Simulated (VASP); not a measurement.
# Ir (Fm-3m) in VASP: further runs

The runs below take Ir through single point, with PBE.

Program: VASP 6.6.1. These are calculated values, not measurements. Logs are shortened: lines on timing, memory, paths and dates and some standing lists are left out, and cuts for length are marked.

### Step 1. The cell of the first run

The structure is cubic, space group Fm-3m (No. 225). The conventional cell has a = 3.788 Å, b = 3.788 Å, c = 3.788 Å, α = 90.00°, β = 90.00°, γ = 90.00°. Ir (site symmetry m-3m) has 12 Ir at 2.68 Å within 3.5 Å.

### Step 2. Single point, PBE (volume scaled by 0.96)

Input file INCAR:

```
SYSTEM = Ir
PREC     = Accurate       ! precision mode
ENCUT    = 520            ! plane-wave cutoff, eV
EDIFF    = 1E-6           ! SCF threshold, eV
ISMEAR   = -1             ! smearing method
SIGMA    = 0.05           ! smearing width, eV
LREAL    = .FALSE.        ! projectors in reciprocal space
LASPH    = .TRUE.         ! aspherical terms in the spheres
NELM     = 60             ! most SCF steps
ALGO     = Normal         ! electronic algorithm
ISIF     = 2              ! what is computed and relaxed
LWAVE    = .FALSE.        ! write WAVECAR
LCHARG   = .TRUE.         ! write CHGCAR
GGA      = PE             ! functional
LELF     = .TRUE.         ! ELF
LVHAR    = .TRUE.       
NBANDS   = 10             ! bands
```

Input file KPOINTS:

```
Automatic mesh
0
G
  15 15 15
  0 0 0
```

Input file POSCAR:

```
Ir
1.0
    0.0000000000      1.8937549276      1.8937549276
    1.8937549276      0.0000000000      1.8937549276
    1.8937549276      1.8937549276      0.0000000000
Ir
1
Direct
    0.0000000000      0.0000000000      0.0000000000
```

Potentials or basis: VASP PAW PBE potentials, release 64 (Ir).

On the command line:

```
$ cat potpaw_PBE.64/Ir/POTCAR > POTCAR
$ mpirun -np 1 vasp_std > vasp.out
```

OUTCAR:

```text
SYSTEM = Ir
   PREC = Accurate
   ENCUT = 520
   EDIFF = 1E-6
   ISMEAR = -1
   LREAL = .FALSE.
   LASPH = .TRUE.
   NELM = 60
   ISIF = 2
   GGA = PE

 ion  position               nearest neighbor table
   1  0.000  0.000  0.000-

  LATTYP: Found a face centered cubic cell.
 ALAT       =     3.7875098552

  Lattice vectors:

 A1 = (   0.0000000000,   1.8937549276,   1.8937549276)
 A2 = (   1.8937549276,   0.0000000000,   1.8937549276)
 A3 = (   1.8937549276,   1.8937549276,   0.0000000000)

Analysis of symmetry for initial positions (statically):
=====================================================================
 Subroutine PRICEL returns:
 Original cell was already a primitive cell.

 Routine SETGRP: Setting up the symmetry group for a
 face centered cubic supercell.

 Subroutine GETGRP returns: Found 48 space group operations
 (whereof 48 operations were pure point group operations)
 out of a pool of 48 trial point group operations.

The static configuration has the point symmetry O_h .

Analysis of symmetry for dynamics (positions and initial velocities):
=====================================================================
 Subroutine PRICEL returns:
 Original cell was already a primitive cell.

 Routine SETGRP: Setting up the symmetry group for a
 face centered cubic supercell.

 Subroutine GETGRP returns: Found 48 space group operations
 (whereof 48 operations were pure point group operations)
 out of a pool of 48 trial point group operations.

The dynamic configuration has the point symmetry O_h .

 Subroutine INISYM returns: Found 48 space group operations
 (whereof 48 operations are pure point group operations),
 and found     1 'primitive' translations

----------------------------------------------------------------------------------------

                                     Primitive cell

  volume of cell :      13.5832

  direct lattice vectors                    reciprocal lattice vectors
     0.000000000  1.893754928  1.893754928    -0.264025716  0.264025716  0.264025716
     1.893754928  0.000000000  1.893754928     0.264025716 -0.264025716  0.264025716
     1.893754928  1.893754928  0.000000000     0.264025716  0.264025716 -0.264025716

  length of vectors
     2.678173902  2.678173902  2.678173902     0.457305954  0.457305954  0.457305954

  position of ions in fractional coordinates (direct lattice)
     0.000000000  0.000000000  0.000000000

  ion indices of the primitive-cell ions
   primitive index   ion index
                 1           1

----------------------------------------------------------------------------------------

 KPOINTS: Automatic mesh

Automatic generation of k-mesh.
 Grid dimensions read from file:
 generate k-points for:   15   15   15

 Generating k-lattice:

  Cartesian coordinates                     Fractional coordinates (reciprocal lattice)
    -0.017601714  0.017601714  0.017601714     0.066666667  0.000000000  0.000000000
     0.017601714 -0.017601714  0.017601714     0.000000000  0.066666667  0.000000000
     0.017601714  0.017601714 -0.017601714     0.000000000  0.000000000  0.066666667

  Length of vectors
     0.030487064  0.030487064  0.030487064

  Shift w.r.t. Gamma in fractional coordinates (k-lattice)
     0.000000000  0.000000000  0.000000000

 Subroutine IBZKPT returns following result:
 ===========================================

 Found    120 irreducible k-points:

 Following reciprocal coordinates:
            Coordinates               Weight
  0.000000  0.000000  0.000000      1.000000
  0.066667  0.000000  0.000000      8.000000
  0.133333  0.000000  0.000000      8.000000
  0.200000  0.000000  0.000000      8.000000
  0.266667  0.000000  0.000000      8.000000
  0.333333  0.000000  0.000000      8.000000
[... 16 lines left out ...]
  0.133333  0.133333  0.000000      6.000000
  0.200000  0.133333  0.000000     24.000000
 [... further k-points ...]
   k-points           NKPTS =    120   k-points in BZ     NKDIM =    120   number of bands    NBANDS=     10
   number of dos      NEDOS =    301   number of ions     NIONS =      1
   total plane-waves  NPLWV =   8000
   dimension x,y,z NGX =    20 NGY =   20 NGZ =   20
   dimension x,y,z NGXF=    40 NGYF=   40 NGZF=   40
   ions per type =               1
   NGX,Y,Z   is equivalent  to a cutoff of  12.41, 12.41, 12.41 a.u.
   NGXF,Y,Z  is equivalent  to a cutoff of  24.83, 24.83, 24.83 a.u.
 SYSTEM =  Ir
   PREC   = accura    normal or accurate (medium, high low for compatibility)
   ISTART =      0    job   : 0-new  1-cont  2-samecut
   ICHARG =      2    charge: 1-file 2-atom 10-const
   ISPIN  =      1    spin polarized calculation?
   LNONCOLLINEAR =      F non collinear calculations
   LSORBIT =      F    spin-orbit coupling
   LASPH  =      T    aspherical Exc in radial PAW
   ENCUT  =  520.0 eV  38.22 Ry    6.18 a.u.   4.98  4.98  4.98*2*pi/ulx,y,z
   NELM   =     60;   NELMIN=  2; NELMDL= -5     # of ELM steps
   EDIFF  = 0.1E-05   stopping-criterion for ELM
   LREAL  =      F    real-space projection
   EDIFFG = 0.1E-04   stopping-criterion for IOM
   NSW    =      0    number of steps for IOM
   IBRION =     -1    ionic relax: 0-MD 1-quasi-New 2-CG
   NFREE  =      0    steps in history (QN), initial steepest desc. (CG)
   ISIF   =      2    stress and relaxation
   ISYM   =      2    0-nonsym 1-usesym 2-fastsym
   POTIM  = 0.5000    time-step for ionic-motion
   TEBEG  =    0.0;   TEEND  =   0.0 temperature during run
   PSTRESS=    0.0 pullay stress
   NELECT =       9.0000    total number of electrons
   NUPDOWN=      -1.0000    fix difference up-down
   EMIN   =  10.00;   EMAX   =-10.00  energy-range for DOS
   EFERMI =   0.00;   METHOD = LEGACY
   ISMEAR =    -1;   SIGMA  =   0.05  broadening in eV -4-tet -1-fermi 0-gaus
   EFERMI_NEDOS =   21; number of points for ismear=-14 and -15
   IALGO  =     38    algorithm
   IMIX   =      4    mixing-type and parameters
     AMIX     =   0.40;   BMIX     =  1.00
     AMIX_MAG =   1.60;   BMIX_MAG =  1.00
  volume/ion in A,a.u.               =      13.58        91.66
  Fermi-wavevector in a.u.,A,eV,Ry     =   1.427212  2.697040 27.714180  2.036935
  Thomas-Fermi vector in A             =   2.547406
   LORBIT       =      0    0 simple, 1 ext, 2 COOP (PROOUT), +10 PAW based schemes
   GGA     = PE    functional components
   LHFCALC =     F    Hartree Fock is set to
   AEXX    =    0.0000 exact exchange contribution
   IVDW    =     0    specifies the selected vdW correction
   LEPSILON=     F    determine dielectric tensor
   LRPA    =     F    only Hartree local field effects (RPA)
 non-spin polarized calculation
  energy-cutoff  :      520.00
  volume of cell :       13.58
 maximum number of plane-waves:       376
   NGX =  9   NGY =  9   NGZ =  9

 number of electron       9.0000001 magnetization

 Free energy of the ion-electron system (eV)
  ---------------------------------------------------
  ext. energy  EPLUGINS =         0.00000000
  ---------------------------------------------------
  free energy    TOTEN  =        -8.78423189 eV

  energy without entropy =       -8.77667075  energy(sigma->0) =       -8.78045132

 E-fermi :  11.1896     XC(G=0): -14.2320

 val. band max:       11.1570435244   @ k =  -0.4000   0.4667   0.0667
 cond. band min:      11.1934421278   @ k =  -0.3333   0.2667   0.0667
 fundamental gap:      0.0363986034
 Fermi energy:        11.1895624972

 k-point     1 :       0.0000    0.0000    0.0000
  band No.  band energies     occupation
      1      -0.4362      2.00000
      2       6.9926      2.00000
      3       6.9926      2.00000
      4       6.9926      2.00000
      5       9.8618      2.00000
      6       9.8618      2.00000
      7      25.3631      0.00000
      8      31.1966      0.00000
      9      31.1966      0.00000
     10      31.1966      0.00000

 k-point     2 :       0.0667    0.0000    0.0000
  band No.  band energies     occupation
      1      -0.2300      2.00000
      2       6.8801      2.00000
      3       7.0831      2.00000
      4       7.0831      2.00000
      5       9.8019      2.00000
      6       9.8019      2.00000
      7      25.7263      0.00000
      8      30.1658      0.00000
      9      31.5425      0.00000
     10      31.5425      0.00000

 k-point     3 :       0.1333    0.0000    0.0000
  band No.  band energies     occupation
      1       0.3555      2.00000
      2       6.6143      2.00000
      3       7.3021      2.00000
      4       7.3021      2.00000
      5       9.6948      2.00000
      6       9.6948      2.00000
      7      26.6702      0.00000
      8      28.3557      0.00000
      9      32.5354      0.00000
     10      32.5354      0.00000

 k-point     4 :       0.2000    0.0000    0.0000
  band No.  band energies     occupation
      1       1.1978      2.00000
      2       6.3981      2.00000
      3       7.4760      2.00000
      4       7.4760      2.00000
      5       9.7564      2.00000
      6       9.7564      2.00000
      7      26.3805      0.00000
      8      27.9131      0.00000
      9      34.0431      0.00000
     10      34.0431      0.00000

 k-point     5 :       0.2667    0.0000    0.0000
  band No.  band energies     occupation
      1       2.0227      2.00000
      2       6.5623      2.00000
      3       7.4258      2.00000
      4       7.4258      2.00000
      5      10.1884      2.00000
      6      10.1884      2.00000
      7      24.6196      0.00000
      8      28.0080      0.00000
      9      35.6211      0.00000
     10      35.6323      0.00000

 k-point     6 :       0.3333    0.0000    0.0000
  band No.  band energies     occupation
      1       2.4893      2.00000
      2       7.2196      2.00000
      3       7.2196      2.00000
      4       7.4310      2.00000
      5      10.8896      1.99505
      6      10.8896      1.99505
      7      22.7145      0.00000
      8      26.7744      0.00000
      9      34.2662      0.00000
     10      34.2662      0.00000
[... 183 lines left out ...]
 k-point    21 :      -0.1333    0.0667    0.0000
  band No.  band energies     occupation
      1       0.7891      2.00000
      2       6.3836      2.00000
      3       7.4696      2.00000
      4       7.4738      2.00000
      5       9.2993      2.00000
      6      10.0258      2.00000
      7      27.2959      0.00000
      8      27.8194      0.00000
      9      32.0102      0.00000
     10      33.8525      0.00000

 k-point    22 :      -0.0667    0.0667    0.0000
  band No.  band energies     occupation
      1       0.1046      2.00000
      2       6.6790      2.00000
      3       7.2094      2.00000
      4       7.2690      2.00000
      5       9.5479      2.00000
      6       9.8961      2.00000
      7      26.2976      0.00000
      8      29.2781      0.00000
      9      31.4388      0.00000
     10      32.4113      0.00000

 k-point    23 :       0.1333    0.1333    0.0000
  band No.  band energies     occupation
      1       0.6270      2.00000
      2       6.2078      2.00000
      3       7.6201      2.00000
      4       7.6201      2.00000
      5       8.9543      2.00000
      6      10.1843      2.00000
      7      27.2180      0.00000
      8      29.5034      0.00000
      9      31.5062      0.00000
     10      31.5062      0.00000

 k-point    24 :       0.2000    0.1333    0.0000
  band No.  band energies     occupation
      1       1.2809      2.00000
      2       5.8699      2.00000
      3       7.8203      2.00000
      4       7.9279      2.00000
      5       8.7660      2.00000
      6      10.3579      2.00000
      7      28.2332      0.00000
      8      28.4162      0.00000
      9      31.6765      0.00000
     10      32.1937      0.00000

 [... further k-points ...]

------------------------ aborting loop because EDIFF is reached ----------------------------------------

  FORCE on cell =-STRESS in cart. coord.  units (eV):
  Direction    XX          YY          ZZ          XY          YZ          ZX
  --------------------------------------------------------------------------------------
  -------------------------------------------------------------------------------------
  Total        2.3318660      2.3318660      2.3318660      0.0000000      0.0000000     -0.0000000
  in kB      275.0507652    275.0507652    275.0507652      0.0000000      0.0000000     -0.0000000
  external PRESSURE =     275.0507652 kB  Pullay stress =       0.0000000 kB

 VOLUME and BASIS-vectors are now :
 -----------------------------------------------------------------------------
  energy-cutoff  :      520.00
  volume of cell :       13.58
      direct lattice vectors                 reciprocal lattice vectors
     0.000000000  1.893754928  1.893754928    -0.264025716  0.264025716  0.264025716
     1.893754928  0.000000000  1.893754928     0.264025716 -0.264025716  0.264025716
     1.893754928  1.893754928  0.000000000     0.264025716  0.264025716 -0.264025716

 POSITION                                       TOTAL-FORCE (eV/Angst)
 -----------------------------------------------------------------------------------
      0.00000      0.00000      0.00000         0.000000     -0.000000      0.000000
 -----------------------------------------------------------------------------------
    total drift:                               -0.000000     -0.000000     -0.000000

  FREE ENERGIE OF THE ION-ELECTRON SYSTEM (eV)
  ---------------------------------------------------
  free  energy   TOTEN  =        -8.7842318916 eV

  energy  without entropy=       -8.7766707522  energy(sigma->0) =       -8.78045132
```

It took 12 s on 1 thread of AMD EPYC 9R14 (Zen 4), shared host; peak memory 0.11 GiB.

Results:

| Item | Value |
| --- | --- |
| Free energy | -8.7842 eV |
| Pressure | 27.5 GPa |

Levels at points of the mesh, in eV from the Fermi level:
```csv
k point,band 2,band 3,band 4,band 5,band 6,band 7
"(0.00, 0.00, 0.00)",-4.20,-4.20,-4.20,-1.33,-1.33,14.17
```

Caveat: the cell differs from its parent crystal (volume scaled by 0.96); spin-orbit coupling is left out, which moves the levels of the heavy elements.

### Step 3. Single point, PBE (volume scaled by 0.99)

Input file INCAR:

```
SYSTEM = Ir
PREC = Accurate ; ENCUT = 520
EDIFF = 1E-6 ; ISMEAR = -1
SIGMA = 0.05 ; LREAL = .FALSE.
LASPH = .TRUE. ; NELM = 100
ALGO = Normal ; ISIF = 2
LWAVE = .FALSE. ; LCHARG = .FALSE.
GGA = PE ; NBANDS = 10
```

KPOINTS is that of step 2.

Input file POSCAR:

```
Ir
1.0
    0.0000000000      1.9132795507      1.9132795507
    1.9132795507      0.0000000000      1.9132795507
    1.9132795507      1.9132795507      0.0000000000
Ir
1
Direct
    0.0000000000      0.0000000000      0.0000000000
```

Potentials or basis: VASP PAW PBE potentials, release 64 (Ir).

On the command line:

```
$ cat potpaw_PBE.64/Ir/POTCAR > POTCAR
$ mpirun -np 1 vasp_std > vasp.out
```

It took 12 s on 1 thread of AMD EPYC 9R14 (Zen 4), shared host; peak memory 0.11 GiB.

Results (log left out):

* Free energy: -8.8384 eV
* Pressure: 13.6 GPa

Levels at points of the mesh, in eV from the Fermi level:
```tsv
k point	band 2	band 3	band 4	band 5	band 6	band 7
(0.00, 0.00, 0.00)	-4.00	-4.00	-4.00	-1.27	-1.27	14.25
```

Caveat: the cell differs from its parent crystal (volume scaled by 0.99); spin-orbit coupling is left out, which moves the levels of the heavy elements.

### Step 4. Single point, PBE (volume scaled by 1.01)

INCAR is that of step 3.

KPOINTS is that of step 3.

Input file POSCAR:

```
Ir
1.0
    0.0000000000      1.9260777877      1.9260777877
    1.9260777877      0.0000000000      1.9260777877
    1.9260777877      1.9260777877      0.0000000000
Ir
1
Direct
    0.0000000000      0.0000000000      0.0000000000
```

On the command line:

```
$ cat potpaw_PBE.64/Ir/POTCAR > POTCAR
$ mpirun -np 1 vasp_std > vasp.out
```

It took 12 s on 1 thread of AMD EPYC 9R14 (Zen 4), shared host; peak memory 0.11 GiB.

Results (log left out):

| Quantity | Value |
| --- | --- |
| Free energy | -8.8554 eV |
| Pressure | 5.7 GPa |

Levels at points of the mesh, in eV from the Fermi level:
```csv
k point,band 2,band 3,band 4,band 5,band 6,band 7
"(0.00, 0.00, 0.00)",-3.87,-3.87,-3.87,-1.23,-1.23,14.30
```

Caveat: the cell differs from its parent crystal (volume scaled by 1.01); spin-orbit coupling is left out, which moves the levels of the heavy elements.

### Step 5. Single point, PBE

This run uses another cell than the first one, of 14.15 Å³/atom, 1.042 times its volume.

Input file INCAR:

```
SYSTEM = Ir
PREC = Accurate
ENCUT = 520
EDIFF = 1E-7
ISMEAR = -1
SIGMA = 0.05
LREAL = .FALSE.
LASPH = .TRUE.
NELM = 60
ALGO = Normal
ISIF = 2
LWAVE = .FALSE.
LCHARG = .FALSE.
GGA = PE
NBANDS = 10
```

KPOINTS is that of step 4.

Input file POSCAR:

```
Ir
1.0
    0.0000000000      1.9197000000      1.9197000000
    1.9197000000      0.0000000000      1.9197000000
    1.9197000000      1.9197000000      0.0000000000
Ir
1
Direct
    0.0000000000      0.0000000000      0.0000000000
```

On the command line:

```
$ cat potpaw_PBE.64/Ir/POTCAR > POTCAR
$ mpirun -np 1 vasp_std > vasp.out
```

Wall time 12 s (1 thread of AMD EPYC 9R14 (Zen 4), shared host); peak memory 0.11 GiB.

Results (log left out):

```yaml
Free_energy: -8.8486 eV
Pressure: 9.5 GPa
```

Levels at points of the mesh, in eV from the Fermi level:
| k point | band 1 | band 2 | band 3 | band 4 | band 5 | band 6 | band 7 | band 8 |
| --- | --- | --- | --- | --- | --- | --- | --- | --- |
| (0.00, 0.00, 0.00) | -11.17 | -3.94 | -3.94 | -3.94 | -1.25 | -1.25 | 14.28 | 19.86 |

Caveat: spin-orbit coupling is left out, which moves the levels of the heavy elements.

### Step 6. Single point, PBE (volume scaled by 1.04)

Input file INCAR:

```
PREC = Accurate
ENCUT = 520
EDIFF = 1E-7
ISMEAR = -1
SIGMA = 0.05
LREAL = F
LASPH = T
NELM = 80
ALGO = Normal
ISIF = 2
LWAVE = F
LCHARG = T
GGA = PE
LELF = T
LVHAR = T
NBANDS = 10
```

Input file KPOINTS:

```
Automatic mesh
0
Gamma
  15 15 15
```

Input file POSCAR:

```
Ir
1.0
    0.0000000000      1.9449621075      1.9449621075
    1.9449621075      0.0000000000      1.9449621075
    1.9449621075      1.9449621075      0.0000000000
Ir
1
Direct
    0.0000000000      0.0000000000      0.0000000000
```

Potentials or basis: VASP PAW PBE potentials, release 64 (Ir).

On the command line:

```
$ cat potpaw_PBE.64/Ir/POTCAR > POTCAR
$ mpirun -np 1 vasp_std > vasp.out
```

It took 12 s on 1 thread of AMD EPYC 9R14 (Zen 4), shared host; peak memory 0.11 GiB.

It converged, with:

- Free energy: -8.8565 eV
- Pressure: -4.6 GPa

Levels at points of the mesh, in eV from the Fermi level:
```csv
k point,band 2,band 3,band 4,band 5,band 6,band 7
"(0.00, 0.00, 0.00)",-3.70,-3.70,-3.70,-1.17,-1.17,14.36
```

Caveat: the cell differs from its parent crystal (volume scaled by 1.04); spin-orbit coupling is left out, which moves the levels of the heavy elements.

### Step 7. Overview

```csv
cell,gap on the mesh (eV),pressure (GPa)
"a = 2.678 Å, angles 60.0°, 1 atom",none,27.5
"a = 2.706 Å, angles 60.0°, 1 atom",none,13.6
"a = 2.724 Å, angles 60.0°, 1 atom",none,5.7
"a = 2.715 Å, angles 60.0°, 1 atom",none,9.5
"a = 2.751 Å, angles 60.0°, 1 atom",none,-4.6
```

Alike in all rows: task single point; level PBE; potentials or basis VASP PAW PBE potentials, release 64 (Ir); no spin polarisation; k mesh 15 × 15 × 15; cutoff (eV) 520; smearing fermi-dirac 0.05 eV.

Caveats: spin-orbit coupling is left out, which moves the levels of the heavy elements.

Total energies depend on the potentials used, so only differences within one code and one set of settings carry meaning.
